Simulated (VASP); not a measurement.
# LiNbO3 (R3c) in VASP: single point with r2SCAN

Aim: the single point of LiNbO3 with r2SCAN.

All numbers are computed with VASP 6.6.1; they aren't measurements. Logs are shortened: lines on timing, memory, paths and dates and some standing lists are left out, and cuts for length are marked.

## 1. The cell of the first run

The structure is trigonal, space group R3c (No. 161). Conventional cell: a = 5.138 Å, b = 5.138 Å, c = 13.882 Å, α = 90.00°, β = 90.00°, γ = 120.00°. Within 2.7 Å of Li (site symmetry 3) lie 6 O at 2.05 to 2.24 Å. Nb (site symmetry 3) has 6 O at 1.88 to 2.14 Å within 2.5 Å. O (site symmetry 1) has 2 Nb at 1.88 to 2.14 Å and 2 Li at 2.05 to 2.24 Å within 2.5 Å.

## 2. Single point, r2SCAN

File POSCAR:

```
LiNbO3
1.0
   -5.1379596508      0.0000000000      0.0000000000
   -2.5689798254     -4.4496035812      0.0000000000
   -2.5689798254     -1.4832011937      9.2546231399
Li Nb O
4 4 12
Direct
    0.3590022021      0.3590022021      0.9229933937
    0.8590022021      0.8590022021      0.4229933937
    0.1090022021      0.1090022021      0.6729933937
    0.6090022021      0.6090022021      0.1729933937
    0.4999420647      0.4999420647      0.5001738058
    0.9999420647      0.9999420647      0.0001738058
    0.2499420647      0.2499420647      0.2501738058
    0.7499420647      0.7499420647      0.7501738058
    0.2672055076      0.6249181138      0.0947792668
    0.7672055076      0.1249181138      0.5947792668
    0.0130971119      0.2672055076      0.0947792668
    0.5130971119      0.7672055076      0.5947792668
    0.6249181138      0.0130971119      0.0947792668
    0.1249181138      0.5130971119      0.5947792668
    0.5172055076      0.2630971119      0.3447792668
    0.0172055076      0.7630971119      0.8447792668
    0.2630971119      0.8749181138      0.3447792668
    0.7630971119      0.3749181138      0.8447792668
    0.8749181138      0.5172055076      0.3447792668
    0.3749181138      0.0172055076      0.8447792668
```

File INCAR.step1:

```
ALGO = Normal
EDIFF = 1E-4
ENCUT = 520
GGA = PE
ISMEAR = 0
ISYM = 0
LASPH = T
LCHARG = F
LREAL = Auto
LWAVE = T
NBANDS = 84
NELM = 60
PREC = Accurate
SIGMA = 0.05
```

File INCAR.step2:

```
ALGO = Normal
EDIFF = 1E-6
ENCUT = 520
ISIF = 2
ISMEAR = 0
ISTART = 1
ISYM = 0
LASPH = T
LCHARG = F
LMIXTAU = T
LREAL = Auto
LWAVE = F
METAGGA = R2SCAN
NBANDS = 84
NELM = 60
PREC = Accurate
SIGMA = 0.05
```

File KPOINTS:

```
k-points
0
Gamma
  5 5 3
```

Potentials or basis: VASP PAW PBE potentials, release 64 (Li_sv, Nb_sv, O).

Launch:

```bash
cat potpaw_PBE.64/Li_sv/POTCAR potpaw_PBE.64/Nb_sv/POTCAR potpaw_PBE.64/O/POTCAR > POTCAR
cp INCAR.step1 INCAR
mpirun -np 1 vasp_std > vasp.out
cp INCAR.step2 INCAR
mpirun -np 1 vasp_std > vasp.out
```

OUTCAR:

```text
EDIFF = 1E-6
   ENCUT = 520
   ISIF = 2
   ISMEAR = 0
   ISTART = 1
   ISYM = 0
   LASPH = T
   LREAL = Auto
   METAGGA = R2SCAN
   NELM = 60
   PREC = Accurate

 ion  position               nearest neighbor table
   1  0.359  0.359  0.923-  20 2.05  16 2.05  18 2.05  11 2.24  13 2.24   9 2.24
   2  0.859  0.859  0.423-  19 2.05  15 2.05  17 2.05  12 2.24  14 2.24  10 2.24
   3  0.109  0.109  0.673-  10 2.05  12 2.05  14 2.05  16 2.24  18 2.24  20 2.24
   4  0.609  0.609  0.173-   9 2.05  11 2.05  13 2.05  15 2.24  17 2.24  19 2.24
   5  0.500  0.500  0.500-  14 1.88  10 1.88  12 1.88  15 2.14  17 2.14  19 2.14
   6  1.000  1.000  0.000-  13 1.88   9 1.88  11 1.88  16 2.14  18 2.14  20 2.14
   7  0.250  0.250  0.250-  17 1.88  19 1.88  15 1.88  11 2.14  13 2.14   9 2.14
   8  0.750  0.750  0.750-  18 1.88  20 1.88  16 1.88  12 2.14  14 2.14  10 2.14
   9  0.267  0.625  0.095-   6 1.88   4 2.05   7 2.14   1 2.24
  10  0.767  0.125  0.595-   5 1.88   3 2.05   8 2.14   2 2.24
  11  0.013  0.267  0.095-   6 1.88   4 2.05   7 2.14   1 2.24
  12  0.513  0.767  0.595-   5 1.88   3 2.05   8 2.14   2 2.24
  13  0.625  0.013  0.095-   6 1.88   4 2.05   7 2.14   1 2.24
  14  0.125  0.513  0.595-   5 1.88   3 2.05   8 2.14   2 2.24
  15  0.517  0.263  0.345-   7 1.88   2 2.05   5 2.14   4 2.24
  16  0.017  0.763  0.845-   8 1.88   1 2.05   6 2.14   3 2.24
  17  0.263  0.875  0.345-   7 1.88   2 2.05   5 2.14   4 2.24
  18  0.763  0.375  0.845-   8 1.88   1 2.05   6 2.14   3 2.24
  19  0.875  0.517  0.345-   7 1.88   2 2.05   5 2.14   4 2.24
  20  0.375  0.017  0.845-   8 1.88   1 2.05   6 2.14   3 2.24

IMPORTANT INFORMATION: All symmetrisations will be switched off!
NOSYMM: (Re-)initialisation of all symmetry stuff for point group C_1.

----------------------------------------------------------------------------------------

                                     Primitive cell

  volume of cell :     211.5781

  direct lattice vectors                    reciprocal lattice vectors
    -5.137959651  0.000000000  0.000000000    -0.194629788  0.112369561 -0.036018034
    -2.568979825 -4.449603581  0.000000000     0.000000000 -0.224739122 -0.036018034
    -2.568979825 -1.483201194  9.254623140     0.000000000  0.000000000  0.108054103

  length of vectors
     5.137959651  5.137959651  9.718415127     0.227607055  0.227607055  0.108054103

  position of ions in fractional coordinates (direct lattice)
     0.359002202  0.359002202  0.922993394
     0.859002202  0.859002202  0.422993394
     0.109002202  0.109002202  0.672993394
     0.609002202  0.609002202  0.172993394
     0.499942065  0.499942065  0.500173806
     0.999942065  0.999942065  0.000173806
[... 12 lines left out ...]
     0.874918114  0.517205508  0.344779267
     0.374918114  0.017205508  0.844779267

  ion indices of the primitive-cell ions
   primitive index   ion index
                 1           1
                 2           2
                 3           3
                 4           4
                 5           5
                 6           6
[... 12 lines left out ...]
                19          19
                20          20

----------------------------------------------------------------------------------------

 KPOINTS: k-points

Automatic generation of k-mesh.
 Grid dimensions read from file:
 generate k-points for:    5    5    3

 Generating k-lattice:

  Cartesian coordinates                     Fractional coordinates (reciprocal lattice)
    -0.038925958  0.022473912 -0.007203607     0.200000000  0.000000000  0.000000000
     0.000000000 -0.044947824 -0.007203607     0.000000000  0.200000000  0.000000000
     0.000000000  0.000000000  0.036018034     0.000000000  0.000000000  0.333333333

  Length of vectors
     0.045521411  0.045521411  0.036018034

  Shift w.r.t. Gamma in fractional coordinates (k-lattice)
     0.000000000  0.000000000  0.000000000

 -----------------------------------------------------------------------------
|                                                                             |
|           W    W    AA    RRRRR   N    N  II  N    N   GGGG   !!!           |
|           W    W   A  A   R    R  NN   N  II  NN   N  G    G  !!!           |
|           W    W  A    A  R    R  N N  N  II  N N  N  G       !!!           |
|           W WW W  AAAAAA  RRRRR   N  N N  II  N  N N  G  GGG   !            |
|           WW  WW  A    A  R   R   N   NN  II  N   NN  G    G                |
|           W    W  A    A  R    R  N    N  II  N    N   GGGG   !!!           |
|                                                                             |
|     Your reciprocal lattice and k-lattice belong to different lattice       |
|     classes:                                                                |
|                                                                             |
|        The reciprocal lattice is rhombohedral (trigonal),                   |
|        whereas your k-lattice is base-centered monoclinic.                  |
|                                                                             |
|     Results are often still useful ...                                      |
|                                                                             |
 -----------------------------------------------------------------------------

 WARNING: IBZKPT: internal override: KBLOWUP is changed to .FALSE.
      ... skipping the blow-up phase ...

 Subroutine IBZKPT returns following result:
 ===========================================

 Found     38 irreducible k-points:

 Following reciprocal coordinates:
            Coordinates               Weight
  0.000000  0.000000  0.000000      1.000000
  0.200000  0.000000  0.000000      2.000000
  0.400000  0.000000  0.000000      2.000000
  0.000000  0.200000  0.000000      2.000000
  0.200000  0.200000  0.000000      2.000000
  0.400000  0.200000 -0.000000      2.000000
[... 16 lines left out ...]
 -0.200000  0.200000  0.333333      2.000000
  0.000000  0.400000  0.333333      2.000000
 [... further k-points ...]
   k-points           NKPTS =     38   k-points in BZ     NKDIM =     38   number of bands    NBANDS=     84
   number of dos      NEDOS =    301   number of ions     NIONS =     20
   total plane-waves  NPLWV = 115200
   dimension x,y,z NGX =    40 NGY =   40 NGZ =   72
   dimension x,y,z NGXF=    80 NGYF=   80 NGZF=  144
   ions per type =               4   4  12
   NGX,Y,Z   is equivalent  to a cutoff of  12.94, 12.94, 12.32 a.u.
   NGXF,Y,Z  is equivalent  to a cutoff of  25.89, 25.89, 24.63 a.u.
 SYSTEM =  unknown system
   PREC   = accura    normal or accurate (medium, high low for compatibility)
   ISTART =      1    job   : 0-new  1-cont  2-samecut
   ICHARG =      0    charge: 1-file 2-atom 10-const
   ISPIN  =      1    spin polarized calculation?
   LNONCOLLINEAR =      F non collinear calculations
   LSORBIT =      F    spin-orbit coupling
   LASPH  =      T    aspherical Exc in radial PAW
   ENCUT  =  520.0 eV  38.22 Ry    6.18 a.u.   9.55  9.55 18.07*2*pi/ulx,y,z
   NELM   =     60;   NELMIN=  2; NELMDL=  0     # of ELM steps
   EDIFF  = 0.1E-05   stopping-criterion for ELM
   LREAL  =      T    real-space projection
   EDIFFG = 0.1E-04   stopping-criterion for IOM
   NSW    =      0    number of steps for IOM
   IBRION =     -1    ionic relax: 0-MD 1-quasi-New 2-CG
   NFREE  =      0    steps in history (QN), initial steepest desc. (CG)
   ISIF   =      2    stress and relaxation
   ISYM   =      0    0-nonsym 1-usesym 2-fastsym
   POTIM  = 0.5000    time-step for ionic-motion
   TEBEG  =    0.0;   TEEND  =   0.0 temperature during run
   PSTRESS=    0.0 pullay stress
   NELECT =     136.0000    total number of electrons
   NUPDOWN=      -1.0000    fix difference up-down
   EMIN   =  10.00;   EMAX   =-10.00  energy-range for DOS
   EFERMI =   0.00;   METHOD = LEGACY
   ISMEAR =     0;   SIGMA  =   0.05  broadening in eV -4-tet -1-fermi 0-gaus
   EFERMI_NEDOS =   21; number of points for ismear=-14 and -15
   IALGO  =     38    algorithm
   IMIX   =      4    mixing-type and parameters
     AMIX     =   0.40;   BMIX     =  1.00
     AMIX_MAG =   1.60;   BMIX_MAG =  1.00
  volume/ion in A,a.u.               =      10.58        71.39
  Fermi-wavevector in a.u.,A,eV,Ry     =   1.412855  2.669909 27.159390  1.996159
  Thomas-Fermi vector in A             =   2.534561
   LORBIT       =      0    0 simple, 1 ext, 2 COOP (PROOUT), +10 PAW based schemes
   METAGGA = R2SCAN    functional components
   LHFCALC =     F    Hartree Fock is set to
   AEXX    =    0.0000 exact exchange contribution
   IVDW    =     0    specifies the selected vdW correction
   LEPSILON=     F    determine dielectric tensor
   LRPA    =     F    only Hartree local field effects (RPA)
 non-spin polarized calculation
 Gauss-broadening in eV      SIGMA  =   0.05
  energy-cutoff  :      520.00
  volume of cell :      211.58
 maximum number of plane-waves:      5741
 NGX is ok and might be reduce to    40
   NGX = 19   NGY = 19   NGZ = 37

 number of electron     135.9999990 magnetization

 Free energy of the ion-electron system (eV)
  ---------------------------------------------------
  ext. energy  EPLUGINS =         0.00000000
  ---------------------------------------------------
  free energy    TOTEN  =      -237.29816286 eV

  energy without entropy =     -237.29816286  energy(sigma->0) =     -237.29816286

 E-fermi :   3.4852     XC(G=0): -11.5107

 val. band max:        3.1982381999   @ k =   0.0000   0.0000   0.3333
 cond. band min:       7.1976997267   @ k =  -0.4000   0.4000   0.0000
 fundamental gap:      3.9994615268
 Fermi energy:         3.4851594752

 k-point     1 :       0.0000    0.0000    0.0000
  band No.  band energies     occupation
      1     -52.6736      2.00000
      2     -52.6651      2.00000
      3     -52.6651      2.00000
      4     -52.6566      2.00000
      5     -40.6068      2.00000
      6     -40.6056      2.00000
[... 72 lines left out ...]
     79       8.7780      0.00000
[... 1908 lines left out ...]
     79       8.8529      0.00000
     80       9.0296      0.00000

 [... further k-points ...]

 [bands above 80 left out]

------------------------ aborting loop because EDIFF is reached ----------------------------------------

  FORCE on cell =-STRESS in cart. coord.  units (eV):
  Direction    XX          YY          ZZ          XY          YZ          ZX
  --------------------------------------------------------------------------------------
  -------------------------------------------------------------------------------------
  Total       -0.1845354     -0.2335630     -0.2164328      0.0424512     -0.0058545     -0.0101398
  in kB       -1.3973962     -1.7686584     -1.6389397      0.3214618     -0.0443333     -0.0767837
  external PRESSURE =      -1.6016648 kB  Pullay stress =       0.0000000 kB

 VOLUME and BASIS-vectors are now :
 -----------------------------------------------------------------------------
  energy-cutoff  :      520.00
  volume of cell :      211.58
      direct lattice vectors                 reciprocal lattice vectors
    -5.137959651  0.000000000  0.000000000    -0.194629788  0.112369561 -0.036018034
    -2.568979825 -4.449603581  0.000000000     0.000000000 -0.224739122 -0.036018034
    -2.568979825 -1.483201194  9.254623140     0.000000000  0.000000000  0.108054103

 POSITION                                       TOTAL-FORCE (eV/Angst)
 -----------------------------------------------------------------------------------
     -5.13796     -2.96640      8.54196        -0.001522      0.002274      0.018270
     -7.70694     -4.44960      3.91464        -0.001522      0.002273      0.018269
     -2.56898     -1.48320      6.22830         0.001208     -0.002455      0.018275
     -5.13796     -2.96640      1.60099         0.001209     -0.002455      0.018272
     -5.13796     -2.96640      4.62892        -0.000932     -0.000371     -0.032861
     -7.70694     -4.44960      0.00161        -0.000924     -0.000369     -0.032861
[... 12 lines left out ...]
     -6.70972     -2.81274      3.19080         0.014078     -0.018451      0.004513
     -4.14074     -1.32954      7.81811         0.014075     -0.018451      0.004511
 -----------------------------------------------------------------------------------
    total drift:                                0.012338      0.007122      0.035035

  FREE ENERGIE OF THE ION-ELECTRON SYSTEM (eV)
  ---------------------------------------------------
  free  energy   TOTEN  =      -237.2981628642 eV

  energy  without entropy=     -237.2981628642  energy(sigma->0) =     -237.29816286
```

Run time: 77 min. Hardware: 1 thread of Oxide Virtual Turin-like, shared host; peak memory 0.57 GiB.

Results:

| Property | Result |
| --- | --- |
| Free energy | -237.2982 eV |
| Largest force | 0.033 eV/Å |
| Band gap on the k mesh | 4.00 eV |

Forces in eV/Å, atoms in the order of the input:
```
Li  -0.002  0.002  0.018
Li  -0.002  0.002  0.018
Li   0.001 -0.002  0.018
Li   0.001 -0.002  0.018
Nb  -0.001  0.000 -0.033
Nb  -0.001  0.000 -0.033
Nb  -0.001 -0.001 -0.033
Nb  -0.001 -0.001 -0.033
O   -0.009  0.021  0.005
O   -0.009  0.021  0.005
O   -0.010 -0.015  0.006
O   -0.010 -0.015  0.006
O    0.019 -0.003  0.004
O    0.019 -0.003  0.004
O   -0.018 -0.001  0.006
O   -0.018 -0.001  0.006
O    0.007  0.018  0.004
O    0.007  0.018  0.004
O    0.014 -0.018  0.005
O    0.014 -0.018  0.005
```

Caveat: the cutoff is under 1.25 times the usual one of these potentials, so pressure, stress and relaxed cells hold a basis-set (Pulay) error; the PAW data sets were made with another functional, which shifts forces and pressure a little; an odd mesh through Γ misses points on the zone boundary, where band edges can lie.
